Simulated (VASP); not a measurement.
Write the native input for VASP 6.6.1 that does the following.

```
Task                   : single point
Functional             : r2SCAN
Potentials or basis    : VASP PAW PBE potentials, release 64 (Cu)
Cutoff                 : 520 eV
k mesh                 : 24 × 24 × 12
Occupations            : gaussian, width 0.15 eV
Spin                   : no spin polarisation
Dipole correction      : no
Further INCAR settings : ALGO = Normal; EDIFF = 1e-07; NBANDS = 18
```

Crystal: Cu.

```
CELL_PARAMETERS angstrom
2.43273 0.00000 0.00000
-1.21637 2.10681 0.00000
0.00000 0.00000 3.94807
ATOMIC_POSITIONS crystal
Cu 0.33333 0.66667 0.25000
Cu 0.66667 0.33333 0.75000
```

This cell differs from its parent crystal: strain -0.040 along x and y, -0.040 along z.

The input as run:

POSCAR

```
Cu
1.0
    2.4327328030      0.0000000000      0.0000000000
   -1.2163664015      2.1068084080      0.0000000000
    0.0000000000      0.0000000000      3.9480681600
Cu
2
Direct
    0.3333333333      0.6666666667      0.2500000000
    0.6666666667      0.3333333333      0.7500000000
```

INCAR.step1

```
  PREC = Accurate
  ENCUT = 520
  ISMEAR = 0
  SIGMA = 0.15
  LREAL = F
  LASPH = T
  NELM = 60
  NBANDS = 18
  GGA = PE
  ALGO = Normal
  EDIFF = 1E-4
  LWAVE = T
  LCHARG = F
```

INCAR.step2

```
  PREC = Accurate
  ENCUT = 520
  EDIFF = 1E-7
  ISMEAR = 0
  SIGMA = 0.15
  LREAL = F
  LASPH = T
  NELM = 60
  ALGO = Normal
  ISIF = 2
  LWAVE = F
  LCHARG = T
  METAGGA = R2SCAN
  LMIXTAU = T
  LELF = T
  LVHAR = T
  NBANDS = 18
  ISTART = 1
```

KPOINTS

```
Automatic mesh
0
Gamma
  24 24 12
```

Potentials or basis: VASP PAW PBE potentials, release 64 (Cu).

Launch:

```sh
$ cat potpaw_PBE.64/Cu/POTCAR > POTCAR
$ cp INCAR.step1 INCAR
$ mpirun -np 1 vasp_std > vasp.out
$ cp INCAR.step2 INCAR
$ mpirun -np 1 vasp_std > vasp.out
```

It gave:

| Quantity | Value |
| --- | --- |
| Pressure | 28.2 GPa |
| Band gap on the k mesh | zero (band 11 reaches 14.07 eV, above the bottom of band 12 at 7.16 eV) |

Caveat: the cell differs from its parent crystal (strain -0.040 along x and y, -0.040 along z); the PAW data sets were made with another functional, which shifts forces and pressure a little.

Wall time 8.1 min on 1 thread of Intel(R) Xeon(R) Platinum 8259CL CPU @ 2.50GHz (Skylake/Cascade Lake), with other jobs on the host, peak memory 0.24 GiB.
